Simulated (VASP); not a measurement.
# Al (I4/mmm) in VASP: a series of runs

Al is run at these levels: PBE+D3(BJ); tasks: single point.

Everything below comes from runs of VASP 6.6.1. Logs are shortened: lines on timing, memory, paths and dates and some standing lists are left out, and cuts for length are marked.

## Step 1: The cell of the first run

It takes space group I4/mmm (No. 139, tetragonal). The conventional cell has a = 2.862 Å, b = 2.862 Å, c = 3.987 Å, α = 90.00°, β = 90.00°, γ = 90.00°. Within 3.7 Å of Al (site symmetry 4/mmm) lie 12 Al at 2.84 to 2.86 Å.

## Step 2: Single point, PBE+D3(BJ) (strain +0.000 along x and y, -0.015 along z)

File INCAR:

```
PREC = Accurate
ENCUT = 520
EDIFF = 1E-6
ISMEAR = 0
SIGMA = 0.15
LREAL = F
LASPH = T
NELM = 80
ALGO = Fast
ISIF = 2
LWAVE = F
LCHARG = F
GGA = PE
IVDW = 12
NBANDS = 8
```

File KPOINTS:

```
Automatic mesh
0
Gamma
  20 20 20
```

File POSCAR:

```
Al
1.0
    0.0000000000      2.0239800000      1.9936203000
    2.0239800000      0.0000000000      1.9936203000
    2.0239800000      2.0239800000      0.0000000000
Al
1
Direct
    0.0000000000      0.0000000000      0.0000000000
```

Potentials or basis: VASP PAW PBE potentials, release 64 (Al).

Started as:

```
cat potpaw_PBE.64/Al/POTCAR > POTCAR
mpirun -np 1 vasp_std > vasp.out
```

OUTCAR:

```text
PREC = Accurate
   ENCUT = 520
   EDIFF = 1E-6
   ISMEAR = 0
   LREAL = F
   LASPH = T
   NELM = 80
   ISIF = 2
   GGA = PE
   IVDW = 12
 IVDW          = 12

 ion  position               nearest neighbor table
   1  0.000  0.000  0.000-

  LATTYP: Found a body centered tetragonal cell.
 ALAT       =     2.8623399660
 C/A-ratio  =     1.3930003589

  Lattice vectors:

 A1 = (   0.0000000000,  -2.0239800000,  -1.9936203000)
 A2 = (   0.0000000000,   2.0239800000,  -1.9936203000)
 A3 = (   2.0239800000,   0.0000000000,   1.9936203000)

Analysis of symmetry for initial positions (statically):
=====================================================================
 Subroutine PRICEL returns:
 Original cell was already a primitive cell.

 Routine SETGRP: Setting up the symmetry group for a
 body centered tetragonal supercell.

 Subroutine GETGRP returns: Found 16 space group operations
 (whereof 16 operations were pure point group operations)
 out of a pool of 16 trial point group operations.

The static configuration has the point symmetry D_4h.

Analysis of symmetry for dynamics (positions and initial velocities):
=====================================================================
 Subroutine PRICEL returns:
 Original cell was already a primitive cell.

 Routine SETGRP: Setting up the symmetry group for a
 body centered tetragonal supercell.

 Subroutine GETGRP returns: Found 16 space group operations
 (whereof 16 operations were pure point group operations)
 out of a pool of 16 trial point group operations.

The dynamic configuration has the point symmetry D_4h.

 Subroutine INISYM returns: Found 16 space group operations
 (whereof 16 operations are pure point group operations),
 and found     1 'primitive' translations

----------------------------------------------------------------------------------------

                                     Primitive cell

  volume of cell :      16.3337

  direct lattice vectors                    reciprocal lattice vectors
     0.000000000  2.023980000  1.993620300    -0.247038014  0.247038014  0.250800014
     2.023980000  0.000000000  1.993620300     0.247038014 -0.247038014  0.250800014
     2.023980000  2.023980000  0.000000000     0.247038014  0.247038014 -0.250800014

  length of vectors
     2.840953527  2.840953527  2.862339966     0.430065353  0.430065353  0.430065353

  position of ions in fractional coordinates (direct lattice)
     0.000000000  0.000000000  0.000000000

  ion indices of the primitive-cell ions
   primitive index   ion index
                 1           1

----------------------------------------------------------------------------------------

 KPOINTS: Automatic mesh

Automatic generation of k-mesh.
 Grid dimensions read from file:
 generate k-points for:   20   20   20

 Generating k-lattice:

  Cartesian coordinates                     Fractional coordinates (reciprocal lattice)
    -0.012351901  0.012351901  0.012540001     0.050000000  0.000000000  0.000000000
     0.012351901 -0.012351901  0.012540001     0.000000000  0.050000000  0.000000000
     0.012351901  0.012351901 -0.012540001    -0.000000000 -0.000000000  0.050000000

  Length of vectors
     0.021503268  0.021503268  0.021503268

  Shift w.r.t. Gamma in fractional coordinates (k-lattice)
     0.000000000  0.000000000  0.000000000

 Subroutine IBZKPT returns following result:
 ===========================================

 Found    641 irreducible k-points:

 Following reciprocal coordinates:
            Coordinates               Weight
  0.000000  0.000000  0.000000      1.000000
  0.050000  0.000000  0.000000      8.000000
  0.100000  0.000000  0.000000      8.000000
  0.150000  0.000000  0.000000      8.000000
  0.200000  0.000000  0.000000      8.000000
  0.250000  0.000000  0.000000      8.000000
[... 16 lines left out ...]
 -0.400000  0.050000  0.000000      8.000000
 -0.350000  0.050000  0.000000      8.000000
 [... further k-points ...]
   k-points           NKPTS =    641   k-points in BZ     NKDIM =    641   number of bands    NBANDS=      8
   number of dos      NEDOS =    301   number of ions     NIONS =      1
   total plane-waves  NPLWV =  13824
   dimension x,y,z NGX =    24 NGY =   24 NGZ =   24
   dimension x,y,z NGXF=    48 NGYF=   48 NGZF=   48
   ions per type =               1
   NGX,Y,Z   is equivalent  to a cutoff of  14.04, 14.04, 13.94 a.u.
   NGXF,Y,Z  is equivalent  to a cutoff of  28.09, 28.09, 27.88 a.u.
 SYSTEM =  unknown system
   PREC   = accura    normal or accurate (medium, high low for compatibility)
   ISTART =      0    job   : 0-new  1-cont  2-samecut
   ICHARG =      2    charge: 1-file 2-atom 10-const
   ISPIN  =      1    spin polarized calculation?
   LNONCOLLINEAR =      F non collinear calculations
   LSORBIT =      F    spin-orbit coupling
   LASPH  =      T    aspherical Exc in radial PAW
   ENCUT  =  520.0 eV  38.22 Ry    6.18 a.u.   5.28  5.28  5.32*2*pi/ulx,y,z
   NELM   =     80;   NELMIN=  2; NELMDL= -5     # of ELM steps
   EDIFF  = 0.1E-05   stopping-criterion for ELM
   LREAL  =      F    real-space projection
   EDIFFG = 0.1E-04   stopping-criterion for IOM
   NSW    =      0    number of steps for IOM
   IBRION =     -1    ionic relax: 0-MD 1-quasi-New 2-CG
   NFREE  =      0    steps in history (QN), initial steepest desc. (CG)
   ISIF   =      2    stress and relaxation
   ISYM   =      2    0-nonsym 1-usesym 2-fastsym
   POTIM  = 0.5000    time-step for ionic-motion
   TEBEG  =    0.0;   TEEND  =   0.0 temperature during run
   PSTRESS=    0.0 pullay stress
   NELECT =       3.0000    total number of electrons
   NUPDOWN=      -1.0000    fix difference up-down
   EMIN   =  10.00;   EMAX   =-10.00  energy-range for DOS
   EFERMI =   0.00;   METHOD = LEGACY
   ISMEAR =     0;   SIGMA  =   0.15  broadening in eV -4-tet -1-fermi 0-gaus
   EFERMI_NEDOS =   21; number of points for ismear=-14 and -15
   IALGO  =     68    algorithm
   IMIX   =      4    mixing-type and parameters
     AMIX     =   0.40;   BMIX     =  1.00
     AMIX_MAG =   1.60;   BMIX_MAG =  1.00
  volume/ion in A,a.u.               =      16.33       110.23
  Fermi-wavevector in a.u.,A,eV,Ry     =   0.930580  1.758541 11.782357  0.865979
  Thomas-Fermi vector in A             =   2.056983
   LORBIT       =      0    0 simple, 1 ext, 2 COOP (PROOUT), +10 PAW based schemes
   GGA     = PE    functional components
   LHFCALC =     F    Hartree Fock is set to
   AEXX    =    0.0000 exact exchange contribution
   IVDW    =    12    specifies the selected vdW correction
   LEPSILON=     F    determine dielectric tensor
   LRPA    =     F    only Hartree local field effects (RPA)
 non-spin polarized calculation
 RMM-DIIS sequential band-by-band and
 Gauss-broadening in eV      SIGMA  =   0.15
  energy-cutoff  :      520.00
  volume of cell :       16.33
 maximum number of plane-waves:       452
 NGX is ok and might be reduce to    24
   NGX = 11   NGY = 11   NGZ = 11

 number of electron       3.0000000 magnetization

 Free energy of the ion-electron system (eV)
  ---------------------------------------------------
  ext. energy  EPLUGINS =         0.00000000
  ---------------------------------------------------
  free energy    TOTEN  =        -3.74731763 eV

  energy without entropy =       -3.74264763  energy(sigma->0) =       -3.74498263

 E-fermi :   8.1447     XC(G=0): -10.2335

 val. band max:        8.1339171973   @ k =  -0.3000   0.0000   0.2500
 cond. band min:       8.1502036243   @ k =   0.4500   0.2000   0.0500
 fundamental gap:      0.0162864270
 Fermi energy:         8.1446895938

 k-point     1 :       0.0000    0.0000    0.0000
  band No.  band energies     occupation
      1      -3.0986      2.00000
      2      20.7297      0.00000
      3      20.7297      0.00000
      4      20.8936      0.00000
      5      22.3193      0.00000
      6      22.3681      0.00000
      7      22.3681      0.00000
      8      24.6486      0.00000

 k-point     2 :       0.0500    0.0000    0.0000
  band No.  band energies     occupation
      1      -3.0302      2.00000
      2      19.4803      0.00000
      3      20.4736      0.00000
      4      20.5878      0.00000
      5      22.6938      0.00000
      6      22.7298      0.00000
      7      22.8768      0.00000
      8      25.3801      0.00000

 k-point     3 :       0.1000    0.0000    0.0000
  band No.  band energies     occupation
      1      -2.8251      2.00000
      2      17.4910      0.00000
      3      20.0114      0.00000
      4      20.1387      0.00000
      5      22.9824      0.00000
      6      23.4570      0.00000
      7      23.4862      0.00000
      8      26.0626      0.00000

 k-point     4 :       0.1500    0.0000    0.0000
  band No.  band energies     occupation
      1      -2.4839      2.00000
      2      15.4576      0.00000
      3      19.5776      0.00000
      4      19.7282      0.00000
      5      22.8532      0.00000
      6      24.1401      0.00000
      7      24.2550      0.00000
      8      25.3569      0.00000

 k-point     5 :       0.2000    0.0000    0.0000
  band No.  band energies     occupation
      1      -2.0076      2.00000
      2      13.4727      0.00000
      3      19.2300      0.00000
      4      19.4072      0.00000
      5      22.6877      0.00000
      6      23.6180      0.00000
      7      24.0705      0.00000
      8      25.9084      0.00000
[... 177 lines left out ...]
 k-point    22 :      -0.4500    0.0500    0.0000
  band No.  band energies     occupation
      1       2.7813      2.00000
      2       4.5773      2.00000
      3      18.1519      0.00000
      4      18.7180      0.00000
      5      20.2425      0.00000
      6      20.3254      0.00000
      7      23.5562      0.00000
      8      24.7498      0.00000

 k-point    23 :      -0.4000    0.0500    0.0000
  band No.  band energies     occupation
      1       1.6213      2.00000
      2       6.0201      2.00000
      3      17.8666      0.00000
      4      19.2311      0.00000
      5      20.0848      0.00000
      6      20.7766      0.00000
      7      23.2542      0.00000
      8      25.3406      0.00000

 k-point    24 :      -0.3500    0.0500    0.0000
  band No.  band energies     occupation
      1       0.5822      2.00000
      2       7.5806      2.00000
      3      17.6983      0.00000
      4      19.8345      0.00000
      5      19.9818      0.00000
      6      21.4217      0.00000
      7      23.0699      0.00000
      8      26.0258      0.00000

 [... further k-points ...]

------------------------ aborting loop because EDIFF is reached ----------------------------------------

 Edisp (eV)   -0.33988

 E8    (eV) :    -0.1520

  FORCE on cell =-STRESS in cart. coord.  units (eV):
  Direction    XX          YY          ZZ          XY          YZ          ZX
  --------------------------------------------------------------------------------------
  -------------------------------------------------------------------------------------
  Total      -0.28576    -0.28576    -0.26493     0.00000     0.00000     0.00000
  in kB     -28.03071   -28.03071   -25.98705     0.00000     0.00000     0.00000
  external pressure =      -27.35 kB  Pullay stress =        0.00 kB

 VOLUME and BASIS-vectors are now :
 -----------------------------------------------------------------------------
  energy-cutoff  :      520.00
  volume of cell :       16.33
      direct lattice vectors                 reciprocal lattice vectors
     0.000000000  2.023980000  1.993620300    -0.247038014  0.247038014  0.250800014
     2.023980000  0.000000000  1.993620300     0.247038014 -0.247038014  0.250800014
     2.023980000  2.023980000  0.000000000     0.247038014  0.247038014 -0.250800014

 POSITION                                       TOTAL-FORCE (eV/Angst)
 -----------------------------------------------------------------------------------
      0.00000      0.00000      0.00000         0.000000      0.000000     -0.000000
 -----------------------------------------------------------------------------------
    total drift:                                0.000000      0.000000      0.000000

  FREE ENERGIE OF THE ION-ELECTRON SYSTEM (eV)
  ---------------------------------------------------
  free  energy   TOTEN  =        -4.0872010255 eV

  energy  without entropy=       -4.0825310230  energy(sigma->0) =       -4.08486602
```

Wall time 33 s (1 thread of Intel Xeon 6975P-C, shared host); peak memory 0.2 GiB.

What came out:

```yaml
Free_energy: -4.0872 eV
Pressure: -2.7 GPa
Dispersion_energy_per_atom: -0.340 eV
```

Caveat: the cell differs from its parent crystal (strain +0.000 along x and y, -0.015 along z); pairwise dispersion overbinds metals, which lowers pressure and volume.

## Step 3: Single point, PBE+D3(BJ) (strain -0.015 along x and y, +0.015 along z)

File INCAR:

```
PREC = Accurate
ENCUT = 520
EDIFF = 1E-7
ISMEAR = 0
SIGMA = 0.15
LREAL = False
LASPH = True
NELM = 60
ALGO = Normal
ISIF = 2
LWAVE = False
LCHARG = True
GGA = PE
IVDW = 12
LELF = True
LVHAR = True
NBANDS = 8
```

File KPOINTS:

```
regular mesh
0
Gamma
  20 20 20
```

File POSCAR:

```
Al
1.0
    0.0000000000      1.9936203000      2.0543397000
    1.9936203000      0.0000000000      2.0543397000
    1.9936203000      1.9936203000      0.0000000000
Al
1
Direct
    0.0000000000      0.0000000000      0.0000000000
```

Potentials or basis: VASP PAW PBE potentials, release 64 (Al).

Started as:

```
cat potpaw_PBE.64/Al/POTCAR > POTCAR
mpirun -np 1 vasp_std > vasp.out
```

It took 38 s on 1 thread of Intel Xeon 6975P-C, shared host; peak memory 0.2 GiB.

The run converged. Its results:

| Quantity | Value |
| --- | --- |
| Free energy | -4.0861 eV |
| Pressure | -2.7 GPa |
| Dispersion energy per atom | -0.340 eV |

Stress tensor (GPa, compression positive):
```
-2.17  0.00  0.00
 0.00 -2.17  0.00
 0.00  0.00 -3.80
```

Levels at points of the mesh, in eV from the Fermi level:
```tsv
k point	band 1	band 2	band 3	band 4	band 5	band 6
(0.00, 0.00, 0.00)	-11.24	12.43	12.76	12.76	14.19	14.19
(0.50, 0.00, 0.00)	-4.67	-4.43	11.06	11.10	11.82	11.86
(0.50, 0.50, 0.00)	-3.27	-2.05	5.46	5.98	5.98	9.51
(0.50, 0.00, 0.50)	-2.84	-1.43	5.12	5.32	5.54	8.94
```

Caveat: the cell differs from its parent crystal (strain -0.015 along x and y, +0.015 along z); pairwise dispersion overbinds metals, which lowers pressure and volume.
